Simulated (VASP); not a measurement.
A run of VASP 6.6.1 is set up as follows.

Contents of POSCAR:

```
As
1.0
    2.9579811701      0.0000000000      0.0000000000
   -1.4789905850      2.5616868372      0.0000000000
    0.0000000000      0.0000000000      4.8303832507
As
2
Direct
    0.3333333333      0.6666666667      0.2500000000
    0.6666666667      0.3333333333      0.7500000000
```

INCAR.step1

```
PREC     = Accurate       # precision mode
ENCUT    = 600            # plane-wave cutoff, eV
ISMEAR   = -1             # smearing method
SIGMA    = 0.1            # smearing width, eV
LREAL    = F              # projectors in reciprocal space
LASPH    = T              # aspherical terms in the spheres
NELM     = 80             # most SCF steps
GGA      = PE             # functional
ALGO     = Normal         # electronic algorithm
EDIFF    = 1E-4           # SCF threshold, eV
LWAVE    = T              # write WAVECAR
LCHARG   = F              # write CHGCAR
```

INCAR.step2

```
PREC     = Accurate       # precision mode
ENCUT    = 600            # plane-wave cutoff, eV
EDIFF    = 1E-7           # SCF threshold, eV
ISMEAR   = -1             # smearing method
SIGMA    = 0.1            # smearing width, eV
LREAL    = F              # projectors in reciprocal space
LASPH    = T              # aspherical terms in the spheres
NELM     = 80             # most SCF steps
ALGO     = Normal         # electronic algorithm
ISIF     = 3              # what is computed and relaxed
LWAVE    = F              # write WAVECAR
LCHARG   = F              # write CHGCAR
METAGGA  = R2SCAN         # meta-GGA
LMIXTAU  = T            
IBRION   = 2              # ionic algorithm
NSW      = 80             # ionic steps
EDIFFG   = -0.01          # ionic threshold
ISTART   = 1
```

File KPOINTS:

```
Automatic mesh
0
Gamma
  12 12 7
```

Potentials or basis: VASP PAW PBE potentials, release 64 (As).

The run is started by

```console
$ cat potpaw_PBE.64/As/POTCAR > POTCAR
$ cp INCAR.step1 INCAR
$ mpirun -np 1 vasp_std > vasp.out
$ cp INCAR.step2 INCAR
$ mpirun -np 1 vasp_std > vasp.out
```

**Question.** What does it give for the band gap on the k mesh?

**Answer.** Zero (bands 5 and 6 overlap by 7.10 eV).

**Question.** What does it give for the space group after relaxing (to 0.1 Å)?

**Answer.** P6_3/mmc (No. 194).

Final structure:
```
As
1.0
     3.09459    0.00000    0.00000
    -1.54729    2.67999    0.00000
     0.00000    0.00000    4.58964
As
2
Direct
  0.33333 0.66667 0.25000
  0.66667 0.33333 0.75000
```
